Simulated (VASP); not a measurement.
# EuS (Fm-3m) in VASP: settings compared, part 3 of 4

VASP 6.6.1. Earlier steps stand in the parts before.

## Step 4: Single point, BLYP, collinear spin, ferromagnetic start

This run uses another cell than the first one, of 28.01 Å³/atom.

Contents of INCAR:

```
SYSTEM = EuS
PREC = Accurate ; ENCUT = 600
EDIFF = 1E-6 ; ISMEAR = -1
SIGMA = 0.05 ; LREAL = .False.
LASPH = .True. ; NELM = 200
ALGO = Normal ; ISIF = 2
LWAVE = .False. ; LCHARG = .False.
ISPIN = 2 ; MAGMOM = 7 0
LORBIT = 11 ; LMAXMIX = 6
GGA = B5 ; ALDAX = 1.0
AGGAX = 1.0 ; AGGAC = 1.0
ALDAC = 0.0 ; NBANDS = 22
GGA_COMPAT = .False.
```

Contents of KPOINTS:

```
Automatic mesh
0
Gamma
  8 8 8
  0 0 0
```

Contents of POSCAR:

```
EuS
1.0
    0.0000000000      3.0369167916      3.0369167916
    3.0369167916      0.0000000000      3.0369167916
    3.0369167916      3.0369167916      0.0000000000
Eu S
1 1
Direct
    0.0000000000      0.0000000000      0.0000000000
    0.5000000000      0.5000000000      0.5000000000
```

Potentials or basis: VASP PAW PBE potentials, release 64 (Eu, S).

Launch:

```console
$ cat potpaw_PBE.64/Eu/POTCAR potpaw_PBE.64/S/POTCAR > POTCAR
$ mpirun -np 1 vasp_std > vasp.out
```

OUTCAR:

```text
SYSTEM = EuS
   PREC = Accurate
   ENCUT = 600
   EDIFF = 1E-6
   ISMEAR = -1
   LREAL = .False.
   LASPH = .True.
   NELM = 200
   ISIF = 2
   ISPIN = 2
   LORBIT = 11
   GGA = B5

 ion  position               nearest neighbor table
   1  0.000  0.000  0.000-   2 3.04   2 3.04   2 3.04   2 3.04   2 3.04   2 3.04
   2  0.500  0.500  0.500-   1 3.04   1 3.04   1 3.04   1 3.04   1 3.04   1 3.04

  LATTYP: Found a face centered cubic cell.
 ALAT       =     6.0738335832

  Lattice vectors:

 A1 = (   0.0000000000,   3.0369167916,   3.0369167916)
 A2 = (   3.0369167916,   0.0000000000,   3.0369167916)
 A3 = (   3.0369167916,   3.0369167916,   0.0000000000)

Analysis of symmetry for initial positions (statically):
=====================================================================
 Subroutine PRICEL returns:
 Original cell was already a primitive cell.

 Routine SETGRP: Setting up the symmetry group for a
 face centered cubic supercell.

 Subroutine GETGRP returns: Found 48 space group operations
 (whereof 48 operations were pure point group operations)
 out of a pool of 48 trial point group operations.

The static configuration has the point symmetry O_h .

Analysis of symmetry for dynamics (positions and initial velocities):
=====================================================================
 Subroutine PRICEL returns:
 Original cell was already a primitive cell.

 Routine SETGRP: Setting up the symmetry group for a
 face centered cubic supercell.

 Subroutine GETGRP returns: Found 48 space group operations
 (whereof 48 operations were pure point group operations)
 out of a pool of 48 trial point group operations.

The dynamic configuration has the point symmetry O_h .

Analysis of structural, dynamic, and magnetic symmetry:
=====================================================================
 Subroutine PRICEL returns:
 Original cell was already a primitive cell.

 Routine SETGRP: Setting up the symmetry group for a
 face centered cubic supercell.

 Subroutine GETGRP returns: Found 48 space group operations
 (whereof 48 operations were pure point group operations)
 out of a pool of 48 trial point group operations.

The overall configuration has the point symmetry O_h .

 Subroutine INISYM returns: Found 48 space group operations
 (whereof 48 operations are pure point group operations),
 and found     1 'primitive' translations

----------------------------------------------------------------------------------------

                                     Primitive cell

  volume of cell :      56.0181

  direct lattice vectors                    reciprocal lattice vectors
     0.000000000  3.036916792  3.036916792    -0.164640665  0.164640665  0.164640665
     3.036916792  0.000000000  3.036916792     0.164640665 -0.164640665  0.164640665
     3.036916792  3.036916792  0.000000000     0.164640665  0.164640665 -0.164640665

  length of vectors
     4.294848914  4.294848914  4.294848914     0.285165997  0.285165997  0.285165997

  position of ions in fractional coordinates (direct lattice)
     0.000000000  0.000000000  0.000000000
     0.500000000  0.500000000  0.500000000

  ion indices of the primitive-cell ions
   primitive index   ion index
[... 62 lines left out ...]
   NGX,Y,Z   is equivalent  to a cutoff of  13.93, 13.93, 13.93 a.u.
   NGXF,Y,Z  is equivalent  to a cutoff of  27.87, 27.87, 27.87 a.u.
 SYSTEM =  EuS
   PREC   = accura    normal or accurate (medium, high low for compatibility)
   ISTART =      0    job   : 0-new  1-cont  2-samecut
   ICHARG =      2    charge: 1-file 2-atom 10-const
   ISPIN  =      2    spin polarized calculation?
   LNONCOLLINEAR =      F non collinear calculations
   LSORBIT =      F    spin-orbit coupling
   LASPH  =      T    aspherical Exc in radial PAW
   ENCUT  =  600.0 eV  44.10 Ry    6.64 a.u.   8.58  8.58  8.58*2*pi/ulx,y,z
   NELM   =    200;   NELMIN=  2; NELMDL= -5     # of ELM steps
   EDIFF  = 0.1E-05   stopping-criterion for ELM
   LREAL  =      F    real-space projection
   EDIFFG = 0.1E-04   stopping-criterion for IOM
   NSW    =      0    number of steps for IOM
   IBRION =     -1    ionic relax: 0-MD 1-quasi-New 2-CG
   NFREE  =      0    steps in history (QN), initial steepest desc. (CG)
   ISIF   =      2    stress and relaxation
   ISYM   =      2    0-nonsym 1-usesym 2-fastsym
   POTIM  = 0.5000    time-step for ionic-motion
   TEBEG  =    0.0;   TEEND  =   0.0 temperature during run
   PSTRESS=    0.0 pullay stress
   NELECT =      23.0000    total number of electrons
   NUPDOWN=      -1.0000    fix difference up-down
   EMIN   =  10.00;   EMAX   =-10.00  energy-range for DOS
   EFERMI =   0.00;   METHOD = LEGACY
   ISMEAR =    -1;   SIGMA  =   0.05  broadening in eV -4-tet -1-fermi 0-gaus
   EFERMI_NEDOS =   21; number of points for ismear=-14 and -15
   IALGO  =     38    algorithm
   IMIX   =      4    mixing-type and parameters
     AMIX     =   0.40;   BMIX     =  1.00
     AMIX_MAG =   1.60;   BMIX_MAG =  1.00
  volume/ion in A,a.u.               =      28.01       189.01
  Fermi-wavevector in a.u.,A,eV,Ry     =   1.216768  2.299359 20.143767  1.480525
  Thomas-Fermi vector in A             =   2.352111
   LORBIT       =     11    0 simple, 1 ext, 2 COOP (PROOUT), +10 PAW based schemes
   GGA     = B5    functional components
   LHFCALC =     F    Hartree Fock is set to
   AEXX    =    0.0000 exact exchange contribution
   IVDW    =     0    specifies the selected vdW correction
   LEPSILON=     F    determine dielectric tensor
   LRPA    =     F    only Hartree local field effects (RPA)
 spin polarized calculation
  energy-cutoff  :      600.00
  volume of cell :       56.02
 maximum number of plane-waves:      1895
 NGX is ok and might be reduce to    36
   NGX = 17   NGY = 17   NGZ = 17

 number of electron      23.0000001 magnetization       6.9867967

 Free energy of the ion-electron system (eV)
  ---------------------------------------------------
  ext. energy  EPLUGINS =         0.00000000
  ---------------------------------------------------
  free energy    TOTEN  =       -18.57851854 eV

  energy without entropy =      -18.56998105  energy(sigma->0) =      -18.57424980

 E-fermi :   4.4738     XC(G=0):  -8.8284

 val. band max:        4.4527406835   @ k =   0.0000   0.0000   0.0000
 cond. band min:       4.5707659848   @ k =   0.3750   0.3750   0.0000
 fundamental gap:      0.1180253013
 Fermi energy:         4.4738474437

 spin component 1

 k-point     1 :       0.0000    0.0000    0.0000
  band No.  band energies     occupation
      1     -36.9985      1.00000
      2     -15.8706      1.00000
      3     -15.8706      1.00000
      4     -15.8706      1.00000
      5      -8.9079      1.00000
      6       1.6591      1.00000
[... 589 lines left out ...]
     21      10.3638      0.00000
     22      10.9923      0.00000

 [... further k-points ...]

 spin component 2

 k-point     1 :       0.0000    0.0000    0.0000
  band No.  band energies     occupation
      1     -34.0815      1.00000
      2     -13.7370      1.00000
      3     -13.7370      1.00000
      4     -13.7370      1.00000
      5      -8.9153      1.00000
      6       1.7793      1.00000
[... 589 lines left out ...]
     21      11.2138      0.00000
     22      11.7550      0.00000

 [... further k-points ...]
[... 5 lines left out ...]
  --------------------------------------------------------------------------------------
  -------------------------------------------------------------------------------------
  Total       -0.6514977     -0.6514977     -0.6514977      0.0000000      0.0000000      0.0000000
  in kB      -18.6335167    -18.6335167    -18.6335167      0.0000000      0.0000000      0.0000000
  external PRESSURE =     -18.6335167 kB  Pullay stress =       0.0000000 kB

 VOLUME and BASIS-vectors are now :
 -----------------------------------------------------------------------------
  energy-cutoff  :      600.00
  volume of cell :       56.02
      direct lattice vectors                 reciprocal lattice vectors
     0.000000000  3.036916792  3.036916792    -0.164640665  0.164640665  0.164640665
     3.036916792  0.000000000  3.036916792     0.164640665 -0.164640665  0.164640665
     3.036916792  3.036916792  0.000000000     0.164640665  0.164640665 -0.164640665

 POSITION                                       TOTAL-FORCE (eV/Angst)
 -----------------------------------------------------------------------------------
      0.00000      0.00000      0.00000        -0.000000      0.000000      0.000000
      3.03692      3.03692      3.03692         0.000000     -0.000000     -0.000000
 -----------------------------------------------------------------------------------
    total drift:                                0.000000      0.000000      0.000000

  FREE ENERGIE OF THE ION-ELECTRON SYSTEM (eV)
  ---------------------------------------------------
  free  energy   TOTEN  =       -18.5785185421 eV

  energy  without entropy=      -18.5699810547  energy(sigma->0) =      -18.57424980

 total charge

# of ion       s       p       d       f       tot
--------------------------------------------------
    1        2.024   5.742   0.271   6.703  14.740
    2        1.325   2.441   0.000   0.000   3.766
--------------------------------------------------
tot          3.349   8.182   0.271   6.703  18.506

 magnetization (x)

# of ion       s       p       d       f       tot
--------------------------------------------------
    1       -0.014  -0.105   0.074   6.677   6.632
    2       -0.004  -0.046   0.000   0.000  -0.051
--------------------------------------------------
tot         -0.019  -0.151   0.074   6.677   6.581
```

OSZICAR:

```text
N       E                     dE             d eps       ncg     rms          rms(c)
DAV:   1     0.157362734405E+03    0.15736E+03   -0.95684E+03  3578   0.481E+03
DAV:   2     0.108800942057E+02   -0.14648E+03   -0.12930E+03  3564   0.400E+02
DAV:   3    -0.140116313202E+02   -0.24892E+02   -0.24333E+02  3766   0.120E+02
DAV:   4    -0.165054407169E+02   -0.24938E+01   -0.24765E+01  4928   0.261E+01
DAV:   5    -0.166254298581E+02   -0.11999E+00   -0.11989E+00  4196   0.755E+00    0.292E+01
DAV:   6    -0.189509820784E+02   -0.23256E+01   -0.43823E+00  3326   0.223E+01    0.196E+01
DAV:   7    -0.186336238018E+02    0.31736E+00   -0.28552E+00  3726   0.270E+01    0.109E+01
DAV:   8    -0.185970817947E+02    0.36542E-01   -0.12330E+00  3448   0.174E+01    0.761E+00
DAV:   9    -0.185771214237E+02    0.19960E-01   -0.16384E-01  4450   0.604E+00    0.419E+00
DAV:  10    -0.185795961709E+02   -0.24747E-02   -0.48627E-02  4058   0.341E+00    0.415E+00
DAV:  11    -0.185803264059E+02   -0.73024E-03   -0.37999E-03  4544   0.389E-01    0.363E+00
DAV:  12    -0.185783294457E+02    0.19970E-02   -0.21741E-02  3512   0.232E+00    0.104E+00
DAV:  13    -0.185784631341E+02   -0.13369E-03   -0.94660E-04  4378   0.402E-01    0.333E-01
DAV:  14    -0.185784909744E+02   -0.27840E-04   -0.15437E-04  4144   0.104E-01    0.341E-01
DAV:  15    -0.185785035405E+02   -0.12566E-04   -0.21973E-05  4298   0.588E-02    0.181E-01
DAV:  16    -0.185785133263E+02   -0.97859E-05   -0.19422E-05  3716   0.645E-02    0.208E-01
DAV:  17    -0.185785178916E+02   -0.45652E-05   -0.82507E-06  3340   0.411E-02    0.209E-02
DAV:  18    -0.185785185421E+02   -0.65058E-06   -0.56982E-07  2844   0.765E-03
   1 F= -.18578519E+02 E0= -.18574250E+02  d E =-.853749E-02  mag=     6.9866
```

It took 69 s on 1 thread of Intel Xeon 6975P-C (Granite Rapids), shared host; peak memory 0.28 GiB.

What came out:

| Property | Result |
| --- | --- |
| Free energy | -18.5785 eV |
| Pressure | -1.9 GPa |
| Band gap on the k mesh | zero (filled and empty bands overlap) |
| Net moment | 6.99 μB per cell |
| Site moments | Eu +6.63; S -0.05 μB |
| Valence electrons inside the program's atomic spheres | Eu 14.74; S 3.77 |

Levels at points of the mesh, in eV from the Fermi level:
Spin up:
```
           k point  band 11  band 12  band 13  band 14  band 15  band 16  band 17  band 18  band 19  band 20
(0.00, 0.00, 0.00)    -0.29    -0.29    -0.02    -0.02    -0.02     0.72     1.09     1.09     1.09     1.87
(0.50, 0.00, 0.00)    -0.40    -0.32    -0.32    -0.30    -0.28     3.01     3.07     3.36     3.36     5.97
(0.50, 0.50, 0.00)    -0.35    -0.34    -0.34    -0.30    -0.14    -0.14     2.89     2.95     4.11     4.27
```
Spin down:
```csv
k point,band 5,band 6,band 7,band 8,band 9,band 10,band 11,band 12
"(0.00, 0.00, 0.00)",-13.39,-2.69,-2.69,-2.69,1.12,1.71,1.71,1.71
"(0.50, 0.00, 0.00)",-12.61,-5.02,-3.72,-3.72,2.82,3.69,3.95,3.95
"(0.50, 0.50, 0.00)",-13.09,-3.78,-3.04,-3.04,-0.09,3.50,3.68,4.11
```

Caveat: the PAW data sets were made with another functional, which shifts forces and pressure a little; spin-orbit coupling is left out, which moves the levels of the heavy elements; a cell with one magnetic atom can't hold antiferromagnetic order, which such compounds often take; semilocal functionals describe open f shells poorly, which spoils levels, moments and volumes. With open d or f shells a metallic result of BLYP can be an artefact of self-interaction; +U or a hybrid may open a gap.

## Step 5: Single point, PBE, collinear spin, ferromagnetic start

Contents of INCAR:

```
SYSTEM = EuS
PREC     = Accurate       ! precision mode
ENCUT    = 600            ! plane-wave cutoff, eV
EDIFF    = 1E-6           ! SCF threshold, eV
ISMEAR   = -1             ! smearing method
SIGMA    = 0.05           ! smearing width, eV
LREAL    = .False.        ! projectors in reciprocal space
LASPH    = .True.         ! aspherical terms in the spheres
NELM     = 200            ! most SCF steps
ALGO     = Normal         ! electronic algorithm
ISIF     = 2              ! what is computed and relaxed
LWAVE    = .False.        ! write WAVECAR
LCHARG   = .False.        ! write CHGCAR
ISPIN    = 2              ! spin polarisation
MAGMOM   = 7 0            ! initial moments
LORBIT   = 11             ! projections on sites
LMAXMIX  = 6              ! l up to which the mixer works
GGA      = PE             ! functional
NBANDS   = 22             ! bands
GGA_COMPAT= .False.
```

Contents of KPOINTS:

```
regular mesh
0
Gamma
  11 11 11
  0 0 0
```

Contents of POSCAR:

```
EuS
1.0
    0.0000000000      2.9785000000      2.9785000000
    2.9785000000      0.0000000000      2.9785000000
    2.9785000000      2.9785000000      0.0000000000
Eu S
1 1
Direct
    0.0000000000      0.0000000000      0.0000000000
    0.5000000000      0.5000000000      0.5000000000
```

Launch:

```console
$ cat potpaw_PBE.64/Eu/POTCAR potpaw_PBE.64/S/POTCAR > POTCAR
$ mpirun -np 1 vasp_std > vasp.out
```

It took 98 s on 1 thread of Intel Xeon 6975P-C (Granite Rapids), shared host; peak memory 0.34 GiB.

Results (log left out):

| Item | Value |
| --- | --- |
| Free energy | -19.9032 eV |
| Pressure | -2.8 GPa |
| Band gap on the k mesh | zero (filled and empty bands overlap) |
| Net moment | 6.98 μB per cell |
| Site moments | Eu +6.59; S -0.07 μB |
| Valence electrons inside the program's atomic spheres | Eu 14.74; S 3.75 |

Levels at points of the mesh, in eV from the Fermi level:
Spin up:
| k point | band 12 | band 13 | band 14 | band 15 | band 16 | band 17 | band 18 | band 19 |
| --- | --- | --- | --- | --- | --- | --- | --- | --- |
| (0.00, 0.00, 0.00) | -0.28 | 0.04 | 0.04 | 0.04 | 0.77 | 1.05 | 1.05 | 1.05 |
Spin down:
```csv
k point,band 6,band 7,band 8,band 9,band 10,band 11
"(0.00, 0.00, 0.00)",-2.64,-2.64,-2.64,1.40,1.82,1.82
```

Caveat: spin-orbit coupling is left out, which moves the levels of the heavy elements; a cell with one magnetic atom can't hold antiferromagnetic order, which such compounds often take; semilocal functionals describe open f shells poorly, which spoils levels, moments and volumes.

(Part 3 of 4 ends here.)
